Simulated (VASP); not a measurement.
# Re (Pm-3n) in VASP: a series of runs

The runs below take Re through single point, relaxation of cell and atoms, with BLYP.

Program: VASP 6.6.1. These are calculated values, not measurements. Logs are shortened: lines on timing, memory, paths and dates and some standing lists are left out, and cuts for length are marked.

## (1) The cell of the first run

The structure is cubic, space group Pm-3n (No. 223). Conventional cell: a = 5.018 Å, b = 5.018 Å, c = 5.018 Å, α = 90.00°, β = 90.00°, γ = 90.00°. Re (site symmetry m-3) has 12 Re at 2.80 Å within 3.7 Å. Within 3.3 Å of Re (site symmetry -4m2) lie 14 Re at 2.51 to 3.07 Å.

## (2) Single point, BLYP

INCAR reads:

```
PREC = Accurate
ENCUT = 520
EDIFF = 1E-7
ISMEAR = -1
SIGMA = 0.1
LREAL = False
LASPH = True
NELM = 60
ALGO = Normal
ISIF = 2
LWAVE = False
LCHARG = False
GGA = B5
ALDAX = 1.0
AGGAX = 1.0
AGGAC = 1.0
ALDAC = 0.0
NBANDS = 38
```

KPOINTS reads:

```
Automatic mesh
0
Gamma
  5 5 5
```

POSCAR reads:

```
Re
1.0
    5.0176700959      0.0000000000      0.0000000000
    0.0000000000      5.0176700959      0.0000000000
    0.0000000000      0.0000000000      5.0176700959
Re
8
Direct
    0.0000000000      0.0000000000      0.0000000000
    0.5000000000      0.5000000000      0.5000000000
    0.2500000000      1.0000000000      0.5000000000
    0.7500000000      1.0000000000      0.5000000000
    0.5000000000      0.2500000000      0.0000000000
    0.5000000000      0.7500000000      0.0000000000
    0.0000000000      0.5000000000      0.2500000000
    1.0000000000      0.5000000000      0.7500000000
```

Potentials or basis: VASP PAW PBE potentials, release 64 (Re).

Command:

```console
$ cat potpaw_PBE.64/Re/POTCAR > POTCAR
$ mpirun -np 1 vasp_std > vasp.out
```

OUTCAR:

```text
PREC = Accurate
   ENCUT = 520
   EDIFF = 1E-7
   ISMEAR = -1
   LREAL = False
   LASPH = True
   NELM = 60
   ISIF = 2
   GGA = B5

 ion  position               nearest neighbor table
   1  0.000  0.000  0.000-   3 2.80   4 2.80   5 2.80   6 2.80   7 2.80   8 2.80   3 2.80   4 2.80
                             7 2.80   8 2.80   5 2.80   6 2.80
   2  0.500  0.500  0.500-   3 2.80   4 2.80   5 2.80   6 2.80   7 2.80   8 2.80   5 2.80   6 2.80
                             3 2.80   4 2.80   7 2.80   8 2.80
   3  0.250  0.000  0.500-   4 2.51   4 2.51   1 2.80   1 2.80   2 2.80   2 2.80   8 3.07   5 3.07
                             5 3.07   6 3.07   6 3.07   7 3.07   8 3.07   7 3.07
   4  0.750  0.000  0.500-   3 2.51   3 2.51   1 2.80   1 2.80   2 2.80   2 2.80   8 3.07   5 3.07
                             5 3.07   6 3.07   6 3.07   7 3.07   8 3.07   7 3.07
   5  0.500  0.250  0.000-   6 2.51   6 2.51   1 2.80   2 2.80   2 2.80   1 2.80   8 3.07   4 3.07
                             3 3.07   4 3.07   3 3.07   7 3.07   7 3.07   8 3.07
   6  0.500  0.750  0.000-   5 2.51   5 2.51   1 2.80   2 2.80   2 2.80   1 2.80   8 3.07   4 3.07
                             3 3.07   4 3.07   3 3.07   7 3.07   7 3.07   8 3.07
   7  0.000  0.500  0.250-   8 2.51   8 2.51   1 2.80   2 2.80   1 2.80   2 2.80   3 3.07   4 3.07
                             5 3.07   3 3.07   4 3.07   6 3.07   5 3.07   6 3.07
   8  0.000  0.500  0.750-   7 2.51   7 2.51   1 2.80   2 2.80   1 2.80   2 2.80   3 3.07   4 3.07
                             5 3.07   3 3.07   4 3.07   6 3.07   5 3.07   6 3.07

  LATTYP: Found a simple cubic cell.
 ALAT       =     5.0176700959

  Lattice vectors:

 A1 = (   5.0176700959,   0.0000000000,   0.0000000000)
 A2 = (   0.0000000000,   5.0176700959,   0.0000000000)
 A3 = (   0.0000000000,   0.0000000000,   5.0176700959)

Analysis of symmetry for initial positions (statically):
=====================================================================
 Subroutine PRICEL returns:
 Original cell was already a primitive cell.

 Routine SETGRP: Setting up the symmetry group for a
 simple cubic supercell.

 Subroutine GETGRP returns: Found 48 space group operations
 (whereof 24 operations were pure point group operations)
 out of a pool of 48 trial point group operations.

The static configuration has the point symmetry T_h .
 The point group associated with its full space group is O_h .

Analysis of symmetry for dynamics (positions and initial velocities):
=====================================================================
 Subroutine PRICEL returns:
 Original cell was already a primitive cell.

 Routine SETGRP: Setting up the symmetry group for a
 simple cubic supercell.

 Subroutine GETGRP returns: Found 48 space group operations
 (whereof 24 operations were pure point group operations)
 out of a pool of 48 trial point group operations.

The dynamic configuration has the point symmetry T_h .
 The point group associated with its full space group is O_h .

 Subroutine INISYM returns: Found 48 space group operations
 (whereof 24 operations are pure point group operations),
 and found     1 'primitive' translations

----------------------------------------------------------------------------------------

                                     Primitive cell

  volume of cell :     126.3299

  direct lattice vectors                    reciprocal lattice vectors
     5.017670096  0.000000000  0.000000000     0.199295685  0.000000000  0.000000000
     0.000000000  5.017670096  0.000000000     0.000000000  0.199295685  0.000000000
     0.000000000  0.000000000  5.017670096     0.000000000  0.000000000  0.199295685

  length of vectors
     5.017670096  5.017670096  5.017670096     0.199295685  0.199295685  0.199295685

  position of ions in fractional coordinates (direct lattice)
     0.000000000  0.000000000  0.000000000
     0.500000000  0.500000000  0.500000000
     0.250000000  0.000000000  0.500000000
     0.750000000  0.000000000  0.500000000
     0.500000000  0.250000000  0.000000000
     0.500000000  0.750000000  0.000000000
     0.000000000  0.500000000  0.250000000
     0.000000000  0.500000000  0.750000000

  ion indices of the primitive-cell ions
   primitive index   ion index
                 1           1
                 2           2
                 3           3
                 4           4
                 5           5
                 6           6
                 7           7
                 8           8

----------------------------------------------------------------------------------------

 KPOINTS: Automatic mesh

Automatic generation of k-mesh.
 Grid dimensions read from file:
 generate k-points for:    5    5    5

 Generating k-lattice:

  Cartesian coordinates                     Fractional coordinates (reciprocal lattice)
     0.039859137  0.000000000  0.000000000     0.200000000  0.000000000  0.000000000
     0.000000000  0.039859137  0.000000000     0.000000000  0.200000000  0.000000000
     0.000000000  0.000000000  0.039859137     0.000000000  0.000000000  0.200000000

  Length of vectors
     0.039859137  0.039859137  0.039859137

  Shift w.r.t. Gamma in fractional coordinates (k-lattice)
     0.000000000  0.000000000  0.000000000

 Subroutine IBZKPT returns following result:
 ===========================================

 Found     10 irreducible k-points:

 Following reciprocal coordinates:
            Coordinates               Weight
  0.000000  0.000000  0.000000      1.000000
  0.200000  0.000000  0.000000      6.000000
  0.400000  0.000000  0.000000      6.000000
  0.200000  0.200000  0.000000     12.000000
  0.400000  0.200000  0.000000     24.000000
  0.400000  0.400000  0.000000     12.000000
  0.200000  0.200000  0.200000      8.000000
  0.400000  0.200000  0.200000     24.000000
  0.400000  0.400000  0.200000     24.000000
  0.400000  0.400000  0.400000      8.000000
   k-points           NKPTS =     10   k-points in BZ     NKDIM =     10   number of bands    NBANDS=     38
   number of dos      NEDOS =    301   number of ions     NIONS =      8
   total plane-waves  NPLWV =  64000
   dimension x,y,z NGX =    40 NGY =   40 NGZ =   40
   dimension x,y,z NGXF=    80 NGYF=   80 NGZF=   80
   ions per type =               8
   NGX,Y,Z   is equivalent  to a cutoff of  13.25, 13.25, 13.25 a.u.
   NGXF,Y,Z  is equivalent  to a cutoff of  26.51, 26.51, 26.51 a.u.
 SYSTEM =  unknown system
   PREC   = accura    normal or accurate (medium, high low for compatibility)
   ISTART =      0    job   : 0-new  1-cont  2-samecut
   ICHARG =      2    charge: 1-file 2-atom 10-const
   ISPIN  =      1    spin polarized calculation?
   LNONCOLLINEAR =      F non collinear calculations
   LSORBIT =      F    spin-orbit coupling
   LASPH  =      T    aspherical Exc in radial PAW
   ENCUT  =  520.0 eV  38.22 Ry    6.18 a.u.   9.33  9.33  9.33*2*pi/ulx,y,z
   NELM   =     60;   NELMIN=  2; NELMDL= -5     # of ELM steps
   EDIFF  = 0.1E-06   stopping-criterion for ELM
   LREAL  =      F    real-space projection
   EDIFFG = 0.1E-05   stopping-criterion for IOM
   NSW    =      0    number of steps for IOM
   IBRION =     -1    ionic relax: 0-MD 1-quasi-New 2-CG
   NFREE  =      0    steps in history (QN), initial steepest desc. (CG)
   ISIF   =      2    stress and relaxation
   ISYM   =      2    0-nonsym 1-usesym 2-fastsym
   POTIM  = 0.5000    time-step for ionic-motion
   TEBEG  =    0.0;   TEEND  =   0.0 temperature during run
   PSTRESS=    0.0 pullay stress
   NELECT =      56.0000    total number of electrons
   NUPDOWN=      -1.0000    fix difference up-down
   EMIN   =  10.00;   EMAX   =-10.00  energy-range for DOS
   EFERMI =   0.00;   METHOD = LEGACY
   ISMEAR =    -1;   SIGMA  =   0.10  broadening in eV -4-tet -1-fermi 0-gaus
   EFERMI_NEDOS =   21; number of points for ismear=-14 and -15
   IALGO  =     38    algorithm
   IMIX   =      4    mixing-type and parameters
     AMIX     =   0.40;   BMIX     =  1.00
     AMIX_MAG =   1.60;   BMIX_MAG =  1.00
  volume/ion in A,a.u.               =      15.79       106.56
  Fermi-wavevector in a.u.,A,eV,Ry     =   1.248251  2.358853 21.199668  1.558132
  Thomas-Fermi vector in A             =   2.382347
   LORBIT       =      0    0 simple, 1 ext, 2 COOP (PROOUT), +10 PAW based schemes
   GGA     = B5    functional components
   LHFCALC =     F    Hartree Fock is set to
   AEXX    =    0.0000 exact exchange contribution
   IVDW    =     0    specifies the selected vdW correction
   LEPSILON=     F    determine dielectric tensor
   LRPA    =     F    only Hartree local field effects (RPA)
 non-spin polarized calculation
  energy-cutoff  :      520.00
  volume of cell :      126.33
 maximum number of plane-waves:      3430
 NGX is ok and might be reduce to    40
   NGX = 19   NGY = 19   NGZ = 19

 number of electron      55.9999993 magnetization

 Free energy of the ion-electron system (eV)
  ---------------------------------------------------
  ext. energy  EPLUGINS =         0.00000000
  ---------------------------------------------------
  free energy    TOTEN  =       -84.87440729 eV

  energy without entropy =      -84.56252762  energy(sigma->0) =      -84.71846746

 E-fermi :   8.2484     XC(G=0): -12.6435

 val. band max:        8.2304050639   @ k =   0.4000   0.0000   0.0000
 cond. band min:       8.2704273031   @ k =   0.4000   0.4000   0.4000
 fundamental gap:      0.0400222393
 Fermi energy:         8.2483686802

 k-point     1 :       0.0000    0.0000    0.0000
  band No.  band energies     occupation
      1      -1.5588      2.00000
      2       1.5745      2.00000
      3       1.5745      2.00000
      4       2.6385      2.00000
      5       3.0215      2.00000
      6       3.0215      2.00000
[... 30 lines left out ...]
     37      10.5765      0.00000
     38      10.5796      0.00000
[... 367 lines left out ...]
     37      10.2259      0.00000
     38      10.2537      0.00000

------------------------ aborting loop because EDIFF is reached ----------------------------------------

  FORCE on cell =-STRESS in cart. coord.  units (eV):
  Direction    XX          YY          ZZ          XY          YZ          ZX
  --------------------------------------------------------------------------------------
  -------------------------------------------------------------------------------------
  Total        1.1494358      1.1494358      1.1494358     -0.0000000      0.0000000      0.0000000
  in kB       14.5776998     14.5776998     14.5776998     -0.0000000      0.0000000      0.0000000
  external PRESSURE =      14.5776998 kB  Pullay stress =       0.0000000 kB

 VOLUME and BASIS-vectors are now :
 -----------------------------------------------------------------------------
  energy-cutoff  :      520.00
  volume of cell :      126.33
      direct lattice vectors                 reciprocal lattice vectors
     5.017670096  0.000000000  0.000000000     0.199295685  0.000000000  0.000000000
     0.000000000  5.017670096  0.000000000     0.000000000  0.199295685  0.000000000
     0.000000000  0.000000000  5.017670096     0.000000000  0.000000000  0.199295685

 POSITION                                       TOTAL-FORCE (eV/Angst)
 -----------------------------------------------------------------------------------
      0.00000      0.00000      0.00000         0.000000     -0.000000     -0.000000
      2.50884      2.50884      2.50884         0.000000     -0.000000     -0.000000
      1.25442      0.00000      2.50884        -0.000000      0.000000      0.000000
      3.76325      0.00000      2.50884         0.000000      0.000000     -0.000000
      2.50884      1.25442      0.00000        -0.000000     -0.000000      0.000000
      2.50884      3.76325      0.00000        -0.000000      0.000000     -0.000000
      0.00000      2.50884      1.25442         0.000000     -0.000000     -0.000000
      0.00000      2.50884      3.76325         0.000000      0.000000     -0.000000
 -----------------------------------------------------------------------------------
    total drift:                               -0.000000     -0.000000     -0.000000

  FREE ENERGIE OF THE ION-ELECTRON SYSTEM (eV)
  ---------------------------------------------------
  free  energy   TOTEN  =       -84.8744072896 eV

  energy  without entropy=      -84.5625276219  energy(sigma->0) =      -84.71846746
```

Wall time 3.8 min (1 thread of Intel Xeon Platinum 8259CL at 2.50GHz (Skylake/Cascade Lake), shared host); peak memory 0.24 GiB.

What came out:

```
Free energy            : -84.8744 eV
Pressure               : 1.5 GPa
Band gap on the k mesh : zero (bands 28 and 29 overlap by 0.46 eV)
```

Levels at points of the mesh, in eV from the Fermi level:
```tsv
k point	band 25	band 26	band 27	band 28	band 29	band 30	band 31	band 32
(0.00, 0.00, 0.00)	-1.62	0.13	0.13	0.13	0.18	0.18	0.18	0.53
```

Caveat: the PAW data sets were made with another functional, which shifts forces and pressure a little; spin-orbit coupling is left out, which moves the levels of the heavy elements.

## (3) Single point, BLYP

INCAR reads:

```
  AGGAC = 1.0
  AGGAX = 1.0
  ALDAC = 0.0
  ALDAX = 1.0
  ALGO = Normal
  EDIFF = 1E-7
  ENCUT = 520
  GGA = B5
  ISIF = 2
  ISMEAR = -1
  LASPH = T
  LCHARG = F
  LREAL = F
  LWAVE = F
  NBANDS = 38
  NELM = 80
  PREC = Accurate
  SIGMA = 0.1
```

KPOINTS reads:

```
k-points
0
Gamma
  7 7 7
```

POSCAR is that of step 2.

Potentials or basis: VASP PAW PBE potentials, release 64 (Re).

Command:

```console
$ cat potpaw_PBE.64/Re/POTCAR > POTCAR
$ mpirun -np 1 vasp_std > vasp.out
```

Run time: 5.9 min. Hardware: 1 thread of Intel Xeon Platinum 8259CL at 2.50GHz (Skylake/Cascade Lake), shared host; peak memory 0.25 GiB.

Results (log left out):

* Free energy: -84.9160 eV
* Pressure: 1.6 GPa
* Band gap on the k mesh: zero (bands 28 and 29 overlap by 0.30 eV)

Levels at points of the mesh, in eV from the Fermi level:
```
           k point  band 25  band 26  band 27  band 28  band 29  band 30  band 31  band 32
(0.00, 0.00, 0.00)    -1.64     0.13     0.13     0.13     0.18     0.18     0.18     0.52
```

Caveat: the PAW data sets were made with another functional, which shifts forces and pressure a little; spin-orbit coupling is left out, which moves the levels of the heavy elements.

## (4) Relaxation of cell and atoms, BLYP

This run uses another cell than the first one, of 14.71 Å³/atom.

INCAR reads:

```
PREC = Accurate
ENCUT = 600
EDIFF = 1E-7
ISMEAR = -1
SIGMA = 0.1
LREAL = F
LASPH = T
NELM = 60
ALGO = Normal
ISIF = 3
LWAVE = F
LCHARG = F
GGA = B5
ALDAX = 1.0
AGGAX = 1.0
AGGAC = 1.0
ALDAC = 0.0
IBRION = 2
NSW = 80
EDIFFG = -0.01
```

KPOINTS reads:

```
Automatic mesh
0
Gamma
  5 5 5
```

POSCAR reads:

```
Re
1.0
    4.9008704344      0.0000000000      0.0000000000
    0.0000000000      4.9008704344      0.0000000000
    0.0000000000      0.0000000000      4.9008704344
Re
8
Direct
    0.0000000000      0.0000000000      0.0000000000
    0.5000000000      0.5000000000      0.5000000000
    0.2500000000      0.0000000000      0.5000000000
    0.7500000000      0.0000000000      0.5000000000
    0.5000000000      0.2500000000      0.0000000000
    0.5000000000      0.7500000000      0.0000000000
    0.0000000000      0.5000000000      0.2500000000
    0.0000000000      0.5000000000      0.7500000000
```

Command:

```console
$ cat potpaw_PBE.64/Re/POTCAR > POTCAR
$ mpirun -np 1 vasp_std > vasp.out
```

It took 24 min on 1 thread of Intel Xeon Platinum 8259CL at 2.50GHz (Skylake/Cascade Lake), shared host; peak memory 0.26 GiB.

The run converged. Its results:

```yaml
Free_energy: -84.8771 eV
Relaxed_volume: 15.86 Å³/atom
Relaxed_cell: a = 5.025 Å, b = 5.025 Å, c = 5.025 Å, α = 90.00°, β = 90.00°, γ = 90.00°
Space_group_after_relaxing_to_0.1_Å: Pm-3n (No. 223)
Pressure_after_relaxing: 0.1 GPa
Band_gap_on_the_k_mesh: zero (bands 28 and 29 overlap by 0.45 eV)
```

Final structure:
```
CELL_PARAMETERS angstrom
5.02516 0.00000 0.00000
0.00000 5.02516 0.00000
0.00000 0.00000 5.02516
ATOMIC_POSITIONS crystal
Re 0.00000 0.00000 0.00000
Re 0.50000 0.50000 0.50000
Re 0.25000 0.00000 0.50000
Re 0.75000 0.00000 0.50000
Re 0.50000 0.25000 0.00000
Re 0.50000 0.75000 0.00000
Re 0.00000 0.50000 0.25000
Re 0.00000 0.50000 0.75000
```

Levels at points of the mesh, in eV from the Fermi level:
```tsv
k point	band 26	band 27	band 28	band 29	band 30	band 31
(0.00, 0.00, 0.00)	0.13	0.13	0.13	0.18	0.18	0.18
```

Caveat: the PAW data sets were made with another functional, which shifts forces and pressure a little; spin-orbit coupling is left out, which moves the levels of the heavy elements.

## (5) The runs side by side

| task | cell | k mesh | cutoff (eV) | gap on the mesh (eV) | pressure (GPa) |
| --- | --- | --- | --- | --- | --- |
| single point | a = 5.018 Å, 8 atoms | 5 × 5 × 5 | 520 | none | 1.5 |
| single point | a = 5.018 Å, 8 atoms | 7 × 7 × 7 | 520 | none | 1.6 |
| relaxation of cell and atoms | relaxed from a = 4.901 Å, 8 atoms | 5 × 5 × 5 | 600 | none | 0.1 |

Alike in all rows: level BLYP; potentials or basis VASP PAW PBE potentials, release 64 (Re); no spin polarisation; smearing fermi-dirac 0.1 eV.

Caveats: the PAW data sets were made with another functional, which shifts forces and pressure a little; spin-orbit coupling is left out, which moves the levels of the heavy elements.

Absolute energies hang on the potentials; compare differences alone.
